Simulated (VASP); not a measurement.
Input of a VASP 6.6.1 run:

File INCAR:

```
SYSTEM = SiMo3
  PREC = Accurate
  ENCUT = 600
  EDIFF = 1E-6
  ISMEAR = -1
  SIGMA = 0.05
  LREAL = .False.
  LASPH = .True.
  NELM = 60
  ALGO = Fast
  ISIF = 3
  LWAVE = .False.
  LCHARG = .False.
  IBRION = 2
  NSW = 60
  EDIFFG = -0.01
```

The input KPOINTS:

```
regular mesh
0
Gamma
  6 6 6
  0 0 0
```

Contents of POSCAR:

```
SiMo3
1.0
    4.8890000000      0.0000000000      0.0000000000
    0.0000000000      4.8890000000      0.0000000000
    0.0000000000      0.0000000000      4.8890000000
Mo Si
6 2
Direct
    0.0000000000      0.5000000000      0.2500000000
    0.0000000000      0.5000000000      0.7500000000
    0.5000000000      0.2500000000      0.0000000000
    0.7500000000      0.0000000000      0.5000000000
    0.5000000000      0.7500000000      0.0000000000
    0.2500000000      0.0000000000      0.5000000000
    0.5000000000      0.5000000000      0.5000000000
    0.0000000000      0.0000000000      0.0000000000
```

Potentials or basis: VASP PAW LDA potentials, release 64 (Mo_sv, Si).

The run is started by

```sh
$ cat potpaw_LDA.64/Mo_sv/POTCAR potpaw_LDA.64/Si/POTCAR > POTCAR
$ mpirun -np 1 vasp_std > vasp.out
```

Question: Predict the space group after relaxing (to 0.1 Å).

Answer: Pm-3n (No. 223).

Question: Predict the band gap on the k mesh.

Answer: Zero (bands 46 and 47 overlap by 2.47 eV).

Question: Predict the relaxed volume.

Answer: 14.18 Å³/atom.

Question: What does it give for the relaxed cell?

Answer: a = 4.841 Å, b = 4.841 Å, c = 4.841 Å, α = 90.00°, β = 90.00°, γ = 90.00°.

Step by step:
```
step  energy change (eV)  largest force (eV/Å)  pressure (GPa)  volume (Å³)
   1              0.0000                0.0000           -7.78       116.86
   2              0.4945                0.0000           24.34       105.27
   3             -0.0855                0.0000           -0.23       113.52
   4             -0.0856                0.0000           -0.09       113.43
```

LDA usually gives volumes a few per cent too small. Zero-point motion and thermal expansion aren't in these numbers.
